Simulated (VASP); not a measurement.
# MgF2 (rutile type) (P4_2/mnm) in VASP: further runs

The runs below take MgF2 (rutile type) through single point, with PBEsol.

Everything below comes from runs of VASP 6.6.1. Logs are shortened: lines on timing, memory, paths and dates and some standing lists are left out, and cuts for length are marked.

## Step 1: The cell of the first run

Symmetry: P4_2/mnm, No. 136, tetragonal system. Conventional cell: a = 3.925 Å, b = 3.925 Å, c = 2.653 Å, α = 90.00°, β = 90.00°, γ = 90.00°. Within 2.2 Å of Mg (site symmetry mmm) lie 6 F at 1.67 to 1.73 Å. Within 2.3 Å of F (site symmetry m2m) lie 3 Mg at 1.67 to 1.73 Å and 1 F at 2.21 Å.

## Step 2: Single point, PBEsol (6.81 Å³/atom)

Input file INCAR:

```
SYSTEM = MgF2
PREC = Accurate ; ENCUT = 600
EDIFF = 1E-6 ; ISMEAR = -1
SIGMA = 0.08 ; LREAL = .False.
LASPH = .True. ; NELM = 120
ALGO = Normal ; ISIF = 2
LWAVE = .False. ; LCHARG = .True.
GGA = PS ; LELF = .True.
LVHAR = .True. ; NBANDS = 25
GGA_COMPAT = .False.
```

Input file KPOINTS:

```
regular mesh
0
Gamma
  7 7 10
  0 0 0
```

Input file POSCAR:

```
MgF2
1.0
    3.9245544614      0.0000000000      0.0000000000
    0.0000000000      3.9245544614      0.0000000000
    0.0000000000      0.0000000000      2.6532383488
Mg F
2 4
Direct
    0.0000000000      0.0000000000      0.0000000000
    0.5000000000      0.5000000000      0.5000000000
    0.3005049302      0.3005049302      0.0000000000
    0.6994950698      0.6994950698      0.0000000000
    0.8005049302      0.1994950698      0.5000000000
    0.1994950698      0.8005049302      0.5000000000
```

Potentials or basis: VASP PAW PBE potentials, release 64 (Mg, F).

Command:

```console
$ cat potpaw_PBE.64/Mg/POTCAR potpaw_PBE.64/F/POTCAR > POTCAR
$ mpirun -np 1 vasp_std > vasp.out
```

OUTCAR:

```text
SYSTEM = MgF2
   PREC = Accurate
   ENCUT = 600
   EDIFF = 1E-6
   ISMEAR = -1
   LREAL = .False.
   LASPH = .True.
   NELM = 120
   ISIF = 2
   GGA = PS

 ion  position               nearest neighbor table
   1  0.000  0.000  0.000-   3 1.67   4 1.67   5 1.73   6 1.73   5 1.73   6 1.73   2 3.08   2 3.08
                             2 3.08   2 3.08   2 3.08   2 3.08   2 3.08   2 3.08
   2  0.500  0.500  0.500-   5 1.67   6 1.67   3 1.73   4 1.73   3 1.73   4 1.73   1 3.08   1 3.08
                             1 3.08   1 3.08   1 3.08   1 3.08   1 3.08   1 3.08
   3  0.301  0.301  0.000-   1 1.67   2 1.73   2 1.73
   4  0.699  0.699  0.000-   1 1.67   2 1.73   2 1.73
   5  0.801  0.199  0.500-   2 1.67   1 1.73   1 1.73
   6  0.199  0.801  0.500-   2 1.67   1 1.73   1 1.73

  LATTYP: Found a simple tetragonal cell.
 ALAT       =     3.9245544614
 C/A-ratio  =     0.6760610344

  Lattice vectors:

 A1 = (   3.9245544614,   0.0000000000,   0.0000000000)
 A2 = (   0.0000000000,   3.9245544614,   0.0000000000)
 A3 = (   0.0000000000,   0.0000000000,   2.6532383488)

Analysis of symmetry for initial positions (statically):
=====================================================================
 Subroutine PRICEL returns:
 Original cell was already a primitive cell.

 Routine SETGRP: Setting up the symmetry group for a
 simple tetragonal supercell.

 Subroutine GETGRP returns: Found 16 space group operations
 (whereof  8 operations were pure point group operations)
 out of a pool of 16 trial point group operations.

The static configuration has the point symmetry D_2h.
 The point group associated with its full space group is D_4h.

Analysis of symmetry for dynamics (positions and initial velocities):
=====================================================================
 Subroutine PRICEL returns:
 Original cell was already a primitive cell.

 Routine SETGRP: Setting up the symmetry group for a
 simple tetragonal supercell.

 Subroutine GETGRP returns: Found 16 space group operations
 (whereof  8 operations were pure point group operations)
 out of a pool of 16 trial point group operations.

The dynamic configuration has the point symmetry D_2h.
 The point group associated with its full space group is D_4h.

 Subroutine INISYM returns: Found 16 space group operations
 (whereof  8 operations are pure point group operations),
 and found     1 'primitive' translations

----------------------------------------------------------------------------------------

                                     Primitive cell
[... 103 lines left out ...]
   IBRION =     -1    ionic relax: 0-MD 1-quasi-New 2-CG
   NFREE  =      0    steps in history (QN), initial steepest desc. (CG)
   ISIF   =      2    stress and relaxation
   ISYM   =      2    0-nonsym 1-usesym 2-fastsym
   POTIM  = 0.5000    time-step for ionic-motion
   TEBEG  =    0.0;   TEEND  =   0.0 temperature during run
   PSTRESS=    0.0 pullay stress
   NELECT =      32.0000    total number of electrons
   NUPDOWN=      -1.0000    fix difference up-down
   EMIN   =  10.00;   EMAX   =-10.00  energy-range for DOS
   EFERMI =   0.00;   METHOD = LEGACY
   ISMEAR =    -1;   SIGMA  =   0.08  broadening in eV -4-tet -1-fermi 0-gaus
   EFERMI_NEDOS =   21; number of points for ismear=-14 and -15
   IALGO  =     38    algorithm
   IMIX   =      4    mixing-type and parameters
     AMIX     =   0.40;   BMIX     =  1.00
     AMIX_MAG =   1.60;   BMIX_MAG =  1.00
  volume/ion in A,a.u.               =       6.81        45.96
  Fermi-wavevector in a.u.,A,eV,Ry     =   1.508942  2.851487 30.979179  2.276905
  Thomas-Fermi vector in A             =   2.619330
   LORBIT       =      0    0 simple, 1 ext, 2 COOP (PROOUT), +10 PAW based schemes
   GGA     = PS    functional components
   LHFCALC =     F    Hartree Fock is set to
   AEXX    =    0.0000 exact exchange contribution
   IVDW    =     0    specifies the selected vdW correction
   LEPSILON=     F    determine dielectric tensor
   LRPA    =     F    only Hartree local field effects (RPA)
 non-spin polarized calculation
  energy-cutoff  :      600.00
  volume of cell :       40.87
 maximum number of plane-waves:      1395
 NGX is ok and might be reduce to    32
   NGX = 15   NGY = 15   NGZ = 11

 number of electron      31.9999994 magnetization

 Free energy of the ion-electron system (eV)
  ---------------------------------------------------
  ext. energy  EPLUGINS =         0.00000000
  ---------------------------------------------------
  free energy    TOTEN  =       -25.73932788 eV

  energy without entropy =      -25.73932788  energy(sigma->0) =      -25.73932788

 E-fermi :   4.0818     XC(G=0): -12.5574

 val. band max:        2.5442092299   @ k =   0.0000   0.0000   0.0000
 cond. band min:      13.2164034180   @ k =   0.0000   0.0000   0.0000
 fundamental gap:     10.6721941881
 Fermi energy:         4.0817821257

 k-point     1 :       0.0000    0.0000    0.0000
  band No.  band energies     occupation
      1     -20.5803      2.00000
      2     -18.3010      2.00000
      3     -18.3010      2.00000
      4     -18.1219      2.00000
      5      -3.6697      2.00000
      6      -2.6818      2.00000
[... 661 lines left out ...]
     24      24.9080      0.00000
     25      25.2600      0.00000

 [... further k-points ...]

------------------------ aborting loop because EDIFF is reached ----------------------------------------

  FORCE on cell =-STRESS in cart. coord.  units (eV):
  Direction    XX          YY          ZZ          XY          YZ          ZX
  --------------------------------------------------------------------------------------
  -------------------------------------------------------------------------------------
  Total       34.7125525     34.7125525     34.8061675      0.0000000      0.0000000      0.0000000
  in kB     1360.9436559   1360.9436559   1364.6139342      0.0000000      0.0000000      0.0000000
  external PRESSURE =    1362.1670820 kB  Pullay stress =       0.0000000 kB

 VOLUME and BASIS-vectors are now :
 -----------------------------------------------------------------------------
  energy-cutoff  :      600.00
  volume of cell :       40.87
      direct lattice vectors                 reciprocal lattice vectors
     3.924554461  0.000000000  0.000000000     0.254805994  0.000000000  0.000000000
     0.000000000  3.924554461  0.000000000     0.000000000  0.254805994  0.000000000
     0.000000000  0.000000000  2.653238349     0.000000000  0.000000000  0.376897914

 POSITION                                       TOTAL-FORCE (eV/Angst)
 -----------------------------------------------------------------------------------
      0.00000      0.00000      0.00000        -0.000000      0.000000     -0.000000
      1.96228      1.96228      1.32662        -0.000000      0.000000     -0.000000
      1.17935      1.17935      0.00000         0.041316      0.041316     -0.000000
      2.74521      2.74521      0.00000        -0.041316     -0.041316      0.000000
      3.14163      0.78293      1.32662         0.041316     -0.041316      0.000000
      0.78293      3.14163      1.32662        -0.041316      0.041316     -0.000000
 -----------------------------------------------------------------------------------
    total drift:                                0.000000      0.000000     -0.000000

  FREE ENERGIE OF THE ION-ELECTRON SYSTEM (eV)
  ---------------------------------------------------
  free  energy   TOTEN  =       -25.7393278835 eV

  energy  without entropy=      -25.7393278833  energy(sigma->0) =      -25.73932788
```

stdout:

```text
POSCAR found type information on POSCAR MgF
 POSCAR found :  2 types and       6 ions
 scaLAPACK will be used
 -----------------------------------------------------------------------------
|                                                                             |
|                                                                             |
|     You enforced a specific xc type in the INCAR file but a different       |
|     I HOPE YOU KNOW WHAT YOU ARE DOING!                                     |
|                                                                             |
 -----------------------------------------------------------------------------

 LDA part: xc-table for (Slater+PW92), standard interpolation
 POSCAR, INCAR and KPOINTS ok, starting setup
 FFT: planning ... GRIDC
 FFT: planning ... GRID_SOFT
 FFT: planning ... GRID
 WAVECAR not read
 entering main loop
```

It took 32 s on 1 thread of AMD EPYC 9R45 (Zen 5), shared host; peak memory 0.17 GiB.

What came out:

```yaml
Free_energy: -25.7393 eV
Pressure: 136.2 GPa
Largest_force: 0.058 eV/Å
Band_gap_on_the_k_mesh: 10.67 eV
```

Forces on the atoms (eV/Å):
```
Mg   0.000  0.000  0.000
Mg   0.000  0.000  0.000
F    0.041  0.041  0.000
F   -0.041 -0.041  0.000
F    0.041 -0.041  0.000
F   -0.041  0.041  0.000
```

Levels at points of the mesh, in eV from the valence-band top:
```tsv
k point	band 14	band 15	band 16	band 17	band 18	band 19
(0.00, 0.00, 0.00)	-0.29	-0.29	0.00	10.67	15.21	15.36
(0.00, 0.00, 0.50)	-1.93	-1.57	-1.57	15.71	15.71	18.17
```

Caveat: the cell stands under pressure; the PAW data sets were made with another functional, which shifts forces and pressure a little; an odd mesh through Γ misses points on the zone boundary, where band edges can lie.

## Step 3: Single point, PBEsol (6.81 Å³/atom)

Input file INCAR:

```
PREC = Accurate ; ENCUT = 600
EDIFF = 1E-6 ; ISMEAR = -1
SIGMA = 0.08 ; LREAL = F
LASPH = T ; NELM = 120
ALGO = Normal ; ISIF = 2
LWAVE = F ; LCHARG = F
GGA = PS ; NBANDS = 25
GGA_COMPAT = F
```

Input file KPOINTS:

```
Automatic mesh
0
Gamma
  7 7 10
```

POSCAR is that of step 2.

Potentials or basis: VASP PAW PBE potentials, release 64 (Mg, F).

Command:

```console
$ cat potpaw_PBE.64/Mg/POTCAR potpaw_PBE.64/F/POTCAR > POTCAR
$ mpirun -np 1 vasp_std > vasp.out
```

Wall time 30 s (1 thread of AMD EPYC 9R45 (Zen 5), shared host); peak memory 0.17 GiB.

It converged, with:

- Free energy: -25.7393 eV
- Pressure: 136.2 GPa
- Largest force: 0.058 eV/Å
- Band gap on the k mesh: 10.67 eV

Forces in eV/Å, atoms in the order of the input:
```
Mg   0.000  0.000  0.000
Mg   0.000  0.000  0.000
F    0.041  0.041  0.000
F   -0.041 -0.041  0.000
F    0.041 -0.041  0.000
F   -0.041  0.041  0.000
```

Stress tensor (GPa, compression positive):
```
136.09   0.00   0.00
  0.00 136.09   0.00
  0.00   0.00 136.46
```

Levels at points of the mesh, in eV from the valence-band top:
```csv
k point,band 13,band 14,band 15,band 16,band 17,band 18,band 19,band 20
"(0.00, 0.00, 0.00)",-0.82,-0.29,-0.29,0.00,10.67,15.21,15.36,15.36
"(0.00, 0.00, 0.50)",-1.93,-1.93,-1.57,-1.57,15.71,15.71,18.17,18.17
```

Caveat: the cell stands under pressure; the PAW data sets were made with another functional, which shifts forces and pressure a little; an odd mesh through Γ misses points on the zone boundary, where band edges can lie.

## Step 4: Single point, PBEsol

This run uses another cell than the first one, of 7.91 Å³/atom.

Input file INCAR:

```
SYSTEM = MgF2
ALGO = Normal
EDIFF = 1E-6
ENCUT = 600
GGA = PS
GGA_COMPAT = .False.
ISIF = 2
ISMEAR = -1
LASPH = .True.
LCHARG = .True.
LELF = .True.
LREAL = .False.
LVHAR = .True.
LWAVE = .False.
NBANDS = 25
NELM = 120
PREC = Accurate
SIGMA = 0.08
```

Input file KPOINTS:

```
k-points
0
Gamma
  7 7 10
  0 0 0
```

Input file POSCAR:

```
MgF2
1.0
    4.1337639429      0.0000000000      0.0000000000
    0.0000000000      4.1337639429      0.0000000000
    0.0000000000      0.0000000000      2.7771954660
Mg F
2 4
Direct
    0.0000000000      0.0000000000      0.0000000000
    0.5000000000      0.5000000000      0.5000000000
    0.3006956316      0.3006956316      0.0000000000
    0.6993043684      0.6993043684      0.0000000000
    0.8006956316      0.1993043684      0.5000000000
    0.1993043684      0.8006956316      0.5000000000
```

Command:

```console
$ cat potpaw_PBE.64/Mg/POTCAR potpaw_PBE.64/F/POTCAR > POTCAR
$ mpirun -np 1 vasp_std > vasp.out
```

It took 38 s on 1 thread of AMD EPYC 9R45 (Zen 5), shared host; peak memory 0.19 GiB.

Results (log left out):

```yaml
Free_energy: -29.7833 eV
Pressure: 66.3 GPa
Largest_force: 0.020 eV/Å
Band_gap_on_the_k_mesh: 9.35 eV
```

Forces in eV/Å, atoms in the order of the input:
```
Mg   0.000  0.000  0.000
Mg   0.000  0.000  0.000
F    0.014  0.014  0.000
F   -0.014 -0.014  0.000
F    0.014 -0.014  0.000
F   -0.014  0.014  0.000
```

Stress tensor (GPa, compression positive):
```
66.20  0.00  0.00
 0.00 66.20  0.00
 0.00  0.00 66.38
```

Levels at points of the mesh, in eV from the valence-band top:
```
           k point  band 13  band 14  band 15  band 16  band 17  band 18  band 19  band 20
(0.00, 0.00, 0.00)    -0.80    -0.33    -0.33     0.00     9.35    14.22    14.22    14.77
(0.00, 0.00, 0.50)    -1.80    -1.80    -1.31    -1.31    14.37    14.37    17.00    17.00
```

Caveat: the cell stands under pressure; the PAW data sets were made with another functional, which shifts forces and pressure a little; an odd mesh through Γ misses points on the zone boundary, where band edges can lie.

## Step 5: Single point, PBEsol (7.91 Å³/atom)

This run uses another cell than the first one, of 7.91 Å³/atom.

Input file INCAR:

```
PREC = Accurate
ENCUT = 600
EDIFF = 1E-6
ISMEAR = -1
SIGMA = 0.08
LREAL = F
LASPH = T
NELM = 120
ALGO = Normal
ISIF = 2
LWAVE = F
LCHARG = F
GGA = PS
NBANDS = 25
GGA_COMPAT = F
```

Input file KPOINTS:

```
regular mesh
0
Gamma
  7 7 10
```

POSCAR is that of step 4.

Command:

```console
$ cat potpaw_PBE.64/Mg/POTCAR potpaw_PBE.64/F/POTCAR > POTCAR
$ mpirun -np 1 vasp_std > vasp.out
```

Run time: 36 s. Hardware: 1 thread of AMD EPYC 9R45 (Zen 5), shared host; peak memory 0.19 GiB.

The run converged. Its results:

* Free energy: -29.7833 eV
* Pressure: 66.3 GPa
* Largest force: 0.020 eV/Å
* Band gap on the k mesh: 9.35 eV

Forces in eV/Å, atoms in the order of the input:
```
Mg   0.000  0.000  0.000
Mg   0.000  0.000  0.000
F    0.014  0.014  0.000
F   -0.014 -0.014  0.000
F    0.014 -0.014  0.000
F   -0.014  0.014  0.000
```

Stress tensor (GPa, compression positive):
```
66.20  0.00  0.00
 0.00 66.20  0.00
 0.00  0.00 66.38
```

Levels at points of the mesh, in eV from the valence-band top:
| k point | band 13 | band 14 | band 15 | band 16 | band 17 | band 18 | band 19 | band 20 |
| --- | --- | --- | --- | --- | --- | --- | --- | --- |
| (0.00, 0.00, 0.00) | -0.80 | -0.33 | -0.33 | 0.00 | 9.35 | 14.22 | 14.22 | 14.77 |
| (0.00, 0.00, 0.50) | -1.80 | -1.80 | -1.31 | -1.31 | 14.37 | 14.37 | 17.00 | 17.00 |

Caveat: the cell stands under pressure; the PAW data sets were made with another functional, which shifts forces and pressure a little; an odd mesh through Γ misses points on the zone boundary, where band edges can lie.

## Step 6: Single point, PBEsol

This run uses another cell than the first one, of 8.79 Å³/atom.

Input file INCAR:

```
PREC = Accurate
ENCUT = 600
EDIFF = 1E-6
ISMEAR = -1
SIGMA = 0.08
LREAL = False
LASPH = True
NELM = 120
ALGO = Normal
ISIF = 2
LWAVE = False
LCHARG = False
GGA = PS
NBANDS = 25
GGA_COMPAT = False
```

Input file KPOINTS:

```
Automatic mesh
0
Gamma
  7 7 10
```

Input file POSCAR:

```
MgF2
1.0
    4.2863162533      0.0000000000      0.0000000000
    0.0000000000      4.2863162533      0.0000000000
    0.0000000000      0.0000000000      2.8700328101
Mg F
2 4
Direct
    0.0000000000      0.0000000000      0.0000000000
    0.5000000000      0.5000000000      0.5000000000
    0.3011545406      0.3011545406      0.0000000000
    0.6988454594      0.6988454594      0.0000000000
    0.8011545406      0.1988454594      0.5000000000
    0.1988454594      0.8011545406      0.5000000000
```

Potentials or basis: VASP PAW PBE potentials, release 64 (Mg, F).

Command:

```console
$ cat potpaw_PBE.64/Mg/POTCAR potpaw_PBE.64/F/POTCAR > POTCAR
$ mpirun -np 1 vasp_std > vasp.out
```

It took 40 s on 1 thread of AMD EPYC 9R45 (Zen 5), shared host; peak memory 0.2 GiB.

Results (log left out):

```yaml
Free_energy: -31.4332 eV
Pressure: 35.0 GPa
Largest_force: 0.005 eV/Å
Band_gap_on_the_k_mesh: 8.48 eV
```

Forces in eV/Å, atoms in the order of the input:
```
Mg   0.000  0.000  0.000
Mg   0.000  0.000  0.000
F    0.004  0.004  0.000
F   -0.004 -0.004  0.000
F    0.004 -0.004  0.000
F   -0.004  0.004  0.000
```

Levels at points of the mesh, in eV from the valence-band top:
| k point | band 12 | band 13 | band 14 | band 15 | band 16 | band 17 | band 18 | band 19 | band 20 | band 21 |
| --- | --- | --- | --- | --- | --- | --- | --- | --- | --- | --- |
| (0.00, 0.00, 0.00) | -1.56 | -0.78 | -0.33 | -0.33 | 0.00 | 8.48 | 13.47 | 13.47 | 14.42 | 15.95 |
| (0.00, 0.00, 0.50) | -1.71 | -1.69 | -1.69 | -1.15 | -1.15 | 13.44 | 13.44 | 16.21 | 16.21 | 16.51 |

Caveat: the cell stands under pressure; the PAW data sets were made with another functional, which shifts forces and pressure a little; an odd mesh through Γ misses points on the zone boundary, where band edges can lie.

## Step 7: The runs side by side

| cell | gap on the mesh (eV) | pressure (GPa) | largest force (eV/Å) |
| --- | --- | --- | --- |
| a = 3.925, b = 3.925, c = 2.653 Å, 6 atoms | 10.67 | 136.2 | 0.06 |
| a = 4.134, b = 4.134, c = 2.777 Å, 6 atoms | 9.35 | 66.3 | 0.02 |
| a = 4.286, b = 4.286, c = 2.870 Å, 6 atoms | 8.48 | 35.0 | 0.01 |

Alike in all rows: task single point; level PBEsol; potentials or basis VASP PAW PBE potentials, release 64 (Mg, F); no spin polarisation; k mesh 7 × 7 × 10; cutoff (eV) 600; smearing fermi-dirac 0.08 eV.

Caveats: the cell stands under pressure; the PAW data sets were made with another functional, which shifts forces and pressure a little; an odd mesh through Γ misses points on the zone boundary, where band edges can lie.

Absolute energies hang on the potentials; compare differences alone.
